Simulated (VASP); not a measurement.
Here is a VASP 6.6.1 calculation.

The input INCAR:

```
SYSTEM = BaAs
PREC = Accurate ; ENCUT = 520
EDIFF = 1E-6 ; ISMEAR = 0
SIGMA = 0.05 ; LREAL = .FALSE.
LASPH = .TRUE. ; NELM = 150
ALGO = Normal ; ISIF = 2
LWAVE = .FALSE. ; LCHARG = .FALSE.
MAGMOM = 0 0 0 0 0 0 ; LORBIT = 11
LSORBIT = .TRUE. ; GGA_COMPAT = .FALSE.
LORBMOM = .TRUE. ; GGA = PS
NBANDS = 27
```

The input KPOINTS:

```
regular mesh
0
G
  8 8 8
  0 0 0
```

File POSCAR:

```
BaAs
1.0
    4.0245855900      0.0000000000      0.0000000000
    0.0000000000      4.0245855900      0.0000000000
    0.0000000000      0.0000000000      4.0245855900
Ba As
1 1
Direct
    0.0000000000      0.0000000000      0.0000000000
    0.5000000000      0.5000000000      0.5000000000
```

Potentials or basis: VASP PAW PBE potentials, release 64 (Ba_sv, As).

Command:

```sh
$ cat potpaw_PBE.64/Ba_sv/POTCAR potpaw_PBE.64/As/POTCAR > POTCAR
$ mpirun -np 1 vasp_ncl > vasp.out
```

Q: What does it give for the net moment?

A: 0.00 μB per cell.

Q: What does it give for the pressure?

A: -1.8 GPa.

Moments on the atoms (μB; x, y, z):
```
Ba  0.00 0.00 0.00
As  0.00 0.00 0.00
```

Caveat: the PAW data sets were made with another functional, which shifts forces and pressure a little.
